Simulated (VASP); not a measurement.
# Bi (Fd-3m) in VASP: a series of runs

The runs below take Bi through single point, relaxation of cell and atoms, with PBE.

Everything below comes from runs of VASP 6.6.1. Logs are shortened: lines on timing, memory, paths and dates and some standing lists are left out, and cuts for length are marked.

## Step 1: The cell of the first run

The structure is cubic, space group Fd-3m (No. 227). Conventional cell: a = 7.287 Å, b = 7.287 Å, c = 7.287 Å, α = 90.00°, β = 90.00°, γ = 90.00°. Bi (site symmetry -43m) has 4 Bi at 3.16 Å within 4.2 Å.

## Step 2: Single point, PBE

File INCAR:

```
SYSTEM = Bi
ALGO = Normal
EDIFF = 1E-7
ENCUT = 520
GGA = PE
ISIF = 2
ISMEAR = -1
LASPH = .TRUE.
LCHARG = .FALSE.
LREAL = .FALSE.
LWAVE = .FALSE.
NBANDS = 22
NELM = 100
PREC = Accurate
SIGMA = 0.05
```

File KPOINTS:

```
k-points
0
G
  10 10 10
  0 0 0
```

File POSCAR:

```
Bi
1.0
    0.0000000000      3.6433010368      3.6433010368
    3.6433010368      0.0000000000      3.6433010368
    3.6433010368      3.6433010368      0.0000000000
Bi
2
Direct
    0.0000000000      0.0000000000      0.0000000000
    0.2500000000      0.2500000000      0.2500000000
```

Potentials or basis: VASP PAW PBE potentials, release 64 (Bi_d).

Launch:

```console
$ cat potpaw_PBE.64/Bi_d/POTCAR > POTCAR
$ mpirun -np 1 vasp_std > vasp.out
```

OUTCAR:

```text
SYSTEM = Bi
   EDIFF = 1E-7
   ENCUT = 520
   GGA = PE
   ISIF = 2
   ISMEAR = -1
   LASPH = .TRUE.
   LREAL = .FALSE.
   NELM = 100
   PREC = Accurate

 ion  position               nearest neighbor table
   1  0.000  0.000  0.000-   2 3.16   2 3.16   2 3.16   2 3.16
   2  0.250  0.250  0.250-   1 3.16   1 3.16   1 3.16   1 3.16

  LATTYP: Found a face centered cubic cell.
 ALAT       =     7.2866020736

  Lattice vectors:

 A1 = (   0.0000000000,   3.6433010368,   3.6433010368)
 A2 = (   3.6433010368,   0.0000000000,   3.6433010368)
 A3 = (   3.6433010368,   3.6433010368,   0.0000000000)

Analysis of symmetry for initial positions (statically):
=====================================================================
 Subroutine PRICEL returns:
 Original cell was already a primitive cell.

 Routine SETGRP: Setting up the symmetry group for a
 face centered cubic supercell.

 Subroutine GETGRP returns: Found 48 space group operations
 (whereof 24 operations were pure point group operations)
 out of a pool of 48 trial point group operations.

The static configuration has the point symmetry T_d .
 The point group associated with its full space group is O_h .

Analysis of symmetry for dynamics (positions and initial velocities):
=====================================================================
 Subroutine PRICEL returns:
 Original cell was already a primitive cell.

 Routine SETGRP: Setting up the symmetry group for a
 face centered cubic supercell.

 Subroutine GETGRP returns: Found 48 space group operations
 (whereof 24 operations were pure point group operations)
 out of a pool of 48 trial point group operations.

The dynamic configuration has the point symmetry T_d .
 The point group associated with its full space group is O_h .

 Subroutine INISYM returns: Found 48 space group operations
 (whereof 24 operations are pure point group operations),
 and found     1 'primitive' translations

----------------------------------------------------------------------------------------

                                     Primitive cell

  volume of cell :      96.7198

  direct lattice vectors                    reciprocal lattice vectors
     0.000000000  3.643301037  3.643301037    -0.137238179  0.137238179  0.137238179
     3.643301037  0.000000000  3.643301037     0.137238179 -0.137238179  0.137238179
     3.643301037  3.643301037  0.000000000     0.137238179  0.137238179 -0.137238179

  length of vectors
     5.152405738  5.152405738  5.152405738     0.237703499  0.237703499  0.237703499

[... 73 lines left out ...]
   ICHARG =      2    charge: 1-file 2-atom 10-const
   ISPIN  =      1    spin polarized calculation?
   LNONCOLLINEAR =      F non collinear calculations
   LSORBIT =      F    spin-orbit coupling
   LASPH  =      T    aspherical Exc in radial PAW
   ENCUT  =  520.0 eV  38.22 Ry    6.18 a.u.   9.58  9.58  9.58*2*pi/ulx,y,z
   NELM   =    100;   NELMIN=  2; NELMDL= -5     # of ELM steps
   EDIFF  = 0.1E-06   stopping-criterion for ELM
   LREAL  =      F    real-space projection
   EDIFFG = 0.1E-05   stopping-criterion for IOM
   NSW    =      0    number of steps for IOM
   IBRION =     -1    ionic relax: 0-MD 1-quasi-New 2-CG
   NFREE  =      0    steps in history (QN), initial steepest desc. (CG)
   ISIF   =      2    stress and relaxation
   ISYM   =      2    0-nonsym 1-usesym 2-fastsym
   POTIM  = 0.5000    time-step for ionic-motion
   TEBEG  =    0.0;   TEEND  =   0.0 temperature during run
   PSTRESS=    0.0 pullay stress
   NELECT =      30.0000    total number of electrons
   NUPDOWN=      -1.0000    fix difference up-down
   EMIN   =  10.00;   EMAX   =-10.00  energy-range for DOS
   EFERMI =   0.00;   METHOD = LEGACY
   ISMEAR =    -1;   SIGMA  =   0.05  broadening in eV -4-tet -1-fermi 0-gaus
   EFERMI_NEDOS =   21; number of points for ismear=-14 and -15
   IALGO  =     38    algorithm
   IMIX   =      4    mixing-type and parameters
     AMIX     =   0.40;   BMIX     =  1.00
     AMIX_MAG =   1.60;   BMIX_MAG =  1.00
  volume/ion in A,a.u.               =      48.36       326.35
  Fermi-wavevector in a.u.,A,eV,Ry     =   1.108180  2.094156 16.708801  1.228062
  Thomas-Fermi vector in A             =   2.244704
   LORBIT       =      0    0 simple, 1 ext, 2 COOP (PROOUT), +10 PAW based schemes
   GGA     = PE    functional components
   LHFCALC =     F    Hartree Fock is set to
   AEXX    =    0.0000 exact exchange contribution
   IVDW    =     0    specifies the selected vdW correction
   LEPSILON=     F    determine dielectric tensor
   LRPA    =     F    only Hartree local field effects (RPA)
 non-spin polarized calculation
  energy-cutoff  :      520.00
  volume of cell :       96.72
 maximum number of plane-waves:      2653
 NGX is ok and might be reduce to    40
   NGX = 19   NGY = 19   NGZ = 19

 number of electron      29.9999989 magnetization

 Free energy of the ion-electron system (eV)
  ---------------------------------------------------
  ext. energy  EPLUGINS =         0.00000000
  ---------------------------------------------------
  free energy    TOTEN  =        -7.38944494 eV

  energy without entropy =       -7.37873637  energy(sigma->0) =       -7.38409066

 E-fermi :   3.4855     XC(G=0):  -7.8696

 val. band max:        3.4561156925   @ k =   0.5000   0.4000   0.0000
 cond. band min:       3.4914989972   @ k =  -0.4000   0.4000   0.2000
 fundamental gap:      0.0353833046
 Fermi energy:         3.4854605011

 k-point     1 :       0.0000    0.0000    0.0000
  band No.  band energies     occupation
      1     -19.2465      2.00000
      2     -19.2465      2.00000
      3     -19.2465      2.00000
      4     -19.2075      2.00000
      5     -19.2075      2.00000
      6     -19.0500      2.00000
[... 589 lines left out ...]
     21      11.4517      0.00000
     22      12.1818      0.00000

 [... further k-points ...]
[... 5 lines left out ...]
  --------------------------------------------------------------------------------------
  -------------------------------------------------------------------------------------
  Total       -0.0131186     -0.0131186     -0.0131186      0.0000000      0.0000000     -0.0000000
  in kB       -0.2173124     -0.2173124     -0.2173124      0.0000000      0.0000000     -0.0000000
  external PRESSURE =      -0.2173124 kB  Pullay stress =       0.0000000 kB

 VOLUME and BASIS-vectors are now :
 -----------------------------------------------------------------------------
  energy-cutoff  :      520.00
  volume of cell :       96.72
      direct lattice vectors                 reciprocal lattice vectors
     0.000000000  3.643301037  3.643301037    -0.137238179  0.137238179  0.137238179
     3.643301037  0.000000000  3.643301037     0.137238179 -0.137238179  0.137238179
     3.643301037  3.643301037  0.000000000     0.137238179  0.137238179 -0.137238179

 POSITION                                       TOTAL-FORCE (eV/Angst)
 -----------------------------------------------------------------------------------
      0.00000      0.00000      0.00000        -0.000000     -0.000000     -0.000000
      1.82165      1.82165      1.82165         0.000000      0.000000      0.000000
 -----------------------------------------------------------------------------------
    total drift:                               -0.000000      0.000000      0.000000

  FREE ENERGIE OF THE ION-ELECTRON SYSTEM (eV)
  ---------------------------------------------------
  free  energy   TOTEN  =        -7.3894449425 eV

  energy  without entropy=       -7.3787363679  energy(sigma->0) =       -7.38409066
```

OSZICAR:

```text
N       E                     dE             d eps       ncg     rms          rms(c)
DAV:   1     0.295854051423E+03    0.29585E+03   -0.15551E+04  2068   0.145E+03
DAV:   2     0.176752014058E+02   -0.27818E+03   -0.27121E+03  2116   0.406E+02
DAV:   3    -0.652144022577E+01   -0.24197E+02   -0.23961E+02  2518   0.140E+02
DAV:   4    -0.735679457702E+01   -0.83535E+00   -0.83455E+00  2394   0.290E+01
DAV:   5    -0.740454548509E+01   -0.47751E-01   -0.47750E-01  3174   0.608E+00    0.109E+00
DAV:   6    -0.739408237196E+01    0.10463E-01   -0.13236E-02  2416   0.114E+00    0.659E-01
DAV:   7    -0.738876183919E+01    0.53205E-02   -0.17930E-02  2438   0.110E+00    0.108E-01
DAV:   8    -0.738927490082E+01   -0.51306E-03   -0.13375E-03  2340   0.305E-01    0.357E-02
DAV:   9    -0.738943170867E+01   -0.15681E-03   -0.20093E-04  2200   0.718E-02    0.160E-02
DAV:  10    -0.738943746895E+01   -0.57603E-05   -0.10960E-05  2728   0.279E-02    0.543E-03
DAV:  11    -0.738944463965E+01   -0.71707E-05   -0.13461E-05  2128   0.191E-02    0.159E-03
DAV:  12    -0.738944485289E+01   -0.21324E-06   -0.35127E-07  2060   0.688E-03    0.671E-04
DAV:  13    -0.738944497228E+01   -0.11939E-06   -0.69837E-08  1536   0.279E-03    0.184E-04
DAV:  14    -0.738944494253E+01    0.29747E-07   -0.95126E-09  1250   0.110E-03
   1 F= -.73894449E+01 E0= -.73840907E+01  d E =-.107086E-01
```

stdout:

```text
POSCAR found type information on POSCAR Bi
 POSCAR found :  1 types and       2 ions
 scaLAPACK will be used
 LDA part: xc-table for (Slater+PW92), standard interpolation
 POSCAR, INCAR and KPOINTS ok, starting setup
 FFT: planning ... GRIDC
 FFT: planning ... GRID_SOFT
 FFT: planning ... GRID
 WAVECAR not read
 entering main loop
```

Wall time 76 s (1 thread of Intel Xeon Platinum 8375C at 2.90GHz (Ice Lake), shared host); peak memory 0.28 GiB.

What came out:

```
Free energy            : -7.3894 eV
Pressure               : 0.0 GPa
Band gap on the k mesh : zero (band 15 reaches 3.99 eV, above the bottom of band 16 at 3.15 eV)
```

Caveat: spin-orbit coupling is left out, which moves the levels of the heavy elements.

## Step 3: Relaxation of cell and atoms, PBE

This run uses another cell than the first one, of 33.37 Å³/atom, 0.690 times its volume.

File INCAR:

```
PREC = Accurate ; ENCUT = 600
EDIFF = 1E-6 ; ISMEAR = -1
SIGMA = 0.05 ; LREAL = F
LASPH = T ; NELM = 100
ALGO = Normal ; ISIF = 3
LWAVE = F ; LCHARG = F
GGA = PE ; IBRION = 2
NSW = 100 ; EDIFFG = -0.005
```

File KPOINTS:

```
regular mesh
0
Gamma
  10 10 10
```

File POSCAR:

```
Bi
1.0
    0.0000000000      3.2195088072      3.2195088072
    3.2195088072      0.0000000000      3.2195088072
    3.2195088072      3.2195088072      0.0000000000
Bi
2
Direct
    0.0000000000      0.0000000000      0.0000000000
    0.2500000000      0.2500000000      0.2500000000
```

Potentials or basis: VASP PAW PBE potentials, release 64 (Bi_d).

Launch:

```console
$ cat potpaw_PBE.64/Bi_d/POTCAR > POTCAR
$ mpirun -np 1 vasp_std > vasp.out
```

OUTCAR:

```text
PREC = Accurate
   ENCUT = 600
   EDIFF = 1E-6
   ISMEAR = -1
   LREAL = F
   LASPH = T
   NELM = 100
   ISIF = 3
   GGA = PE
   IBRION = 2
   NSW = 100
   EDIFFG = -0.005

 ion  position               nearest neighbor table
   1  0.000  0.000  0.000-   2 2.79   2 2.79   2 2.79   2 2.79
   2  0.250  0.250  0.250-   1 2.79   1 2.79   1 2.79   1 2.79

  LATTYP: Found a face centered cubic cell.
 ALAT       =     6.4390176144

  Lattice vectors:

 A1 = (   0.0000000000,   3.2195088072,   3.2195088072)
 A2 = (   3.2195088072,   0.0000000000,   3.2195088072)
 A3 = (   3.2195088072,   3.2195088072,   0.0000000000)

Analysis of symmetry for initial positions (statically):
=====================================================================
 Subroutine PRICEL returns:
 Original cell was already a primitive cell.

 Routine SETGRP: Setting up the symmetry group for a
 face centered cubic supercell.

 Subroutine GETGRP returns: Found 48 space group operations
 (whereof 24 operations were pure point group operations)
 out of a pool of 48 trial point group operations.

The static configuration has the point symmetry T_d .
 The point group associated with its full space group is O_h .

Analysis of symmetry for dynamics (positions and initial velocities):
=====================================================================
 Subroutine PRICEL returns:
 Original cell was already a primitive cell.

 Routine SETGRP: Setting up the symmetry group for a
 face centered cubic supercell.

 Subroutine GETGRP returns: Found 48 space group operations
 (whereof 24 operations were pure point group operations)
 out of a pool of 48 trial point group operations.

The dynamic configuration has the point symmetry T_d .
 The point group associated with its full space group is O_h .

 Subroutine INISYM returns: Found 48 space group operations
 (whereof 24 operations are pure point group operations),
 and found     1 'primitive' translations

----------------------------------------------------------------------------------------

                                     Primitive cell

  volume of cell :      66.7419
[... 92 lines left out ...]
   NSW    =    100    number of steps for IOM
   IBRION =      2    ionic relax: 0-MD 1-quasi-New 2-CG
   NFREE  =      1    steps in history (QN), initial steepest desc. (CG)
   ISIF   =      3    stress and relaxation
   ISYM   =      2    0-nonsym 1-usesym 2-fastsym
   POTIM  = 0.5000    time-step for ionic-motion
   TEBEG  =    0.0;   TEEND  =   0.0 temperature during run
   PSTRESS=    0.0 pullay stress
   NELECT =      30.0000    total number of electrons
   NUPDOWN=      -1.0000    fix difference up-down
   EMIN   =  10.00;   EMAX   =-10.00  energy-range for DOS
   EFERMI =   0.00;   METHOD = LEGACY
   ISMEAR =    -1;   SIGMA  =   0.05  broadening in eV -4-tet -1-fermi 0-gaus
   EFERMI_NEDOS =   21; number of points for ismear=-14 and -15
   IALGO  =     38    algorithm
   IMIX   =      4    mixing-type and parameters
     AMIX     =   0.40;   BMIX     =  1.00
     AMIX_MAG =   1.60;   BMIX_MAG =  1.00
  volume/ion in A,a.u.               =      33.37       225.20
  Fermi-wavevector in a.u.,A,eV,Ry     =   1.254052  2.369815 21.397162  1.572647
  Thomas-Fermi vector in A             =   2.387876
   LORBIT       =      0    0 simple, 1 ext, 2 COOP (PROOUT), +10 PAW based schemes
   GGA     = PE    functional components
   LHFCALC =     F    Hartree Fock is set to
   AEXX    =    0.0000 exact exchange contribution
   IVDW    =     0    specifies the selected vdW correction
   LEPSILON=     F    determine dielectric tensor
   LRPA    =     F    only Hartree local field effects (RPA)
 conjugate gradient relaxation of ions
 non-spin polarized calculation
  energy-cutoff  :      600.00
  volume of cell :       66.74
 maximum number of plane-waves:      2252
   NGX = 19   NGY = 19   NGZ = 19

--------------------------------------- Ionic step        1  -------------------------------------------

 number of electron      30.0000007 magnetization

 Free energy of the ion-electron system (eV)
  ---------------------------------------------------
  ext. energy  EPLUGINS =         0.00000000
  ---------------------------------------------------
  free energy    TOTEN  =        -5.77092748 eV

  energy without entropy =       -5.75616688  energy(sigma->0) =       -5.76354718

 E-fermi :   7.2270     XC(G=0):  -9.5628

 val. band max:        7.2095718964   @ k =   0.4000   0.3000   0.1000
 cond. band min:       7.2335156970   @ k =   0.5000   0.4000   0.1000
 fundamental gap:      0.0239438005
 Fermi energy:         7.2269941124

 k-point     1 :       0.0000    0.0000    0.0000
  band No.  band energies     occupation
      1     -16.2209      2.00000
      2     -16.2209      2.00000
      3     -16.2209      2.00000
      4     -16.1117      2.00000
      5     -16.1117      2.00000
      6     -15.6277      2.00000
[... 590 lines left out ...]
--------------------------------------- Ionic step        3  -------------------------------------------

 number of electron      29.9999995 magnetization

 Free energy of the ion-electron system (eV)
  ---------------------------------------------------
  ext. energy  EPLUGINS =         0.00000000
  ---------------------------------------------------
  free energy    TOTEN  =        -7.38085240 eV

  energy without entropy =       -7.37014379  energy(sigma->0) =       -7.37549810

 E-fermi :   3.4814     XC(G=0):  -7.8675

 val. band max:        3.4521576531   @ k =   0.5000   0.4000   0.0000
 cond. band min:       3.4869903291   @ k =  -0.4000   0.4000   0.2000
 fundamental gap:      0.0348326760
 Fermi energy:         3.4813876328

 k-point     1 :       0.0000    0.0000    0.0000
  band No.  band energies     occupation
      1     -19.2505      2.00000
      2     -19.2505      2.00000
      3     -19.2505      2.00000
      4     -19.2116      2.00000
      5     -19.2116      2.00000
      6     -19.0543      2.00000
[... 548 lines left out ...]
  FREE ENERGIE OF THE ION-ELECTRON SYSTEM (eV)
  ---------------------------------------------------
  free  energy   TOTEN  =        -7.3808524024 eV

  energy  without entropy=       -7.3701437935  energy(sigma->0) =       -7.37549810

 reached required accuracy - stopping structural energy minimisation
```

CONTCAR:

```text
Bi
   1.00000000000000
    -0.0000000000000000    3.6439080414250995    3.6439080414250995
     3.6439080414250995    0.0000000000000000    3.6439080414250995
     3.6439080414250995    3.6439080414250995   -0.0000000000000000
  Bi
     2
Direct
     0.0000000000000000    0.0000000000000000    0.0000000000000000
     0.2500000000000000    0.2500000000000000    0.2500000000000000

  0.00000000E+00  0.00000000E+00  0.00000000E+00
  0.00000000E+00  0.00000000E+00  0.00000000E+00
```

It took 2.2 min on 1 thread of Intel Xeon Platinum 8375C at 2.90GHz (Ice Lake), shared host; peak memory 0.24 GiB.

What came out:

```
Free energy                            : -7.3809 eV
Relaxed volume                         : 48.38 Å³/atom
Relaxed cell                           : a = 5.153 Å, b = 5.153 Å, c = 5.153 Å, α = 60.00°, β = 60.00°, γ = 60.00°
Space group after relaxing (to 0.05 Å) : Fd-3m (No. 227)
Energy gained by relaxing              : 805.0 meV/atom
Ionic steps                            : 3
Pressure after relaxing                : 0.0 GPa
Band gap on the k mesh                 : zero (band 15 reaches 3.99 eV, above the bottom of band 16 at 3.14 eV)
```

Step by step:
| step | energy change (eV) | largest force (eV/Å) | pressure (GPa) | volume (Å³) |
| --- | --- | --- | --- | --- |
| 1 | 0.0000 | 0.0000 | 23.96 | 66.74 |
| 2 | -1.0778 | 0.0000 | -4.39 | 127.49 |
| 3 | -1.6099 | 0.0000 | 0.00 | 96.77 |

Final structure:
```xyz
2
Lattice="0.0000 3.6439 3.6439 3.6439 0.0000 3.6439 3.6439 3.6439 0.0000" Properties=species:S:1:pos:R:3 pbc="T T T"
Bi    0.0000    0.0000    0.0000
Bi    1.8220    1.8220    1.8220
```

Caveat: the volume moved by over 15 % at a fixed basis, so the end points are rough; spin-orbit coupling is left out, which moves the levels of the heavy elements.
